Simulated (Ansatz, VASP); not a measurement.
## Al3GaN4: VASP beside Ansatz

The input INCAR:

```
SYSTEM = Al3GaN4
  PREC = Accurate
  ENCUT = 520
  EDIFF = 1E-7
  ISMEAR = 0
  SIGMA = 0.05
  LREAL = .False.
  LASPH = .True.
  NELM = 100
  ALGO = Normal
  ISIF = 2
  LWAVE = .False.
  LCHARG = .False.
  GGA = PS
  NBANDS = 31
```

Contents of KPOINTS:

```
Automatic mesh
0
Gamma
  6 6 6
  0 0 0
```

File POSCAR:

```
Al3GaN4
1.0
    4.5059873810      0.0000000000      0.0000000000
    0.0000000000      4.5059873810      0.0000000000
    0.0000000000      0.0000000000      3.9909530233
Al Ga N
3 1 4
Direct
    0.5000000000      0.5000000000      0.0000000000
    0.5000000000      0.0000000000      0.5000000000
    0.0000000000      0.5000000000      0.5000000000
    0.0000000000      0.0000000000      0.0000000000
    0.7447140287      0.7447140287      0.2552859713
    0.7447140287      0.2552859713      0.7447140287
    0.2552859713      0.7447140287      0.7447140287
    0.2552859713      0.2552859713      0.2552859713
```

Input for Ansatz:

```yaml
crystal:
  lattice:
    - [4.505987381, 0.0, 0.0]
    - [0.0, 4.505987381, 0.0]
    - [0.0, 0.0, 3.9909530233]
  atoms:
    - { symbol: Al, position: [0.5, 0.5, 0.0] }
    - { symbol: Al, position: [0.5, 0.0, 0.5] }
    - { symbol: Al, position: [0.0, 0.5, 0.5] }
    - { symbol: Ga, position: [0.0, 0.0, 0.0] }
    - { symbol: "N", position: [0.7447140287, 0.7447140287, 0.2552859713] }
    - { symbol: "N", position: [0.7447140287, 0.2552859713, 0.7447140287] }
    - { symbol: "N", position: [0.2552859713, 0.7447140287, 0.7447140287] }
    - { symbol: "N", position: [0.2552859713, 0.2552859713, 0.2552859713] }
basis:
  ecutwfc: 520.0
kpoints:
  mp_grid: { grid: [6, 6, 6] }
hamiltonian:
  xc: pbesol
scf:
  occupations: { method: gaussian, width: 0.05 }
output:
  forces: true
  stress: true
  eigenvalues: true
```

Alike in both runs: task single point; functional PBEsol; k mesh 6 × 6 × 6; occupations gaussian, width 0.05 eV; no spin polarisation.

```csv
,VASP,Ansatz
version,VASP 6.6.1,Ansatz 0.2.0
potentials or method,"VASP PAW PBE potentials, release 64 (Al, Ga_d, N), cutoff 520 eV","scalar-relativistic, plane waves, PAW"
valence electrons in the cell,42,42
```

Ansatz gave:

| Property | Result |
| --- | --- |
| gap on the k mesh at the Fermi level (eV) | 2.78 |
| least direct gap on the mesh (eV) | 2.78 |
| pressure (GPa) | 10.7 |
| traceless stress, the component that is largest in VASP (GPa) | 6.39 |
| rms of the force components (eV/Å) | 0.062 |

Task: Which values does VASP return?

Result: gap on the k mesh at the Fermi level (eV): 2.77; least direct gap on the mesh (eV): 2.77; pressure (GPa): 10.6; traceless stress, the component that is largest in VASP (GPa): 6.42; rms of the force components (eV/Å): 0.063.

VASP's potentials were made for PBE, not for PBEsol. Atom by atom the forces differ by 0.005 eV/Å (rms over components). With one functional, cell and mesh, what is left measures potentials, basis and numerics.
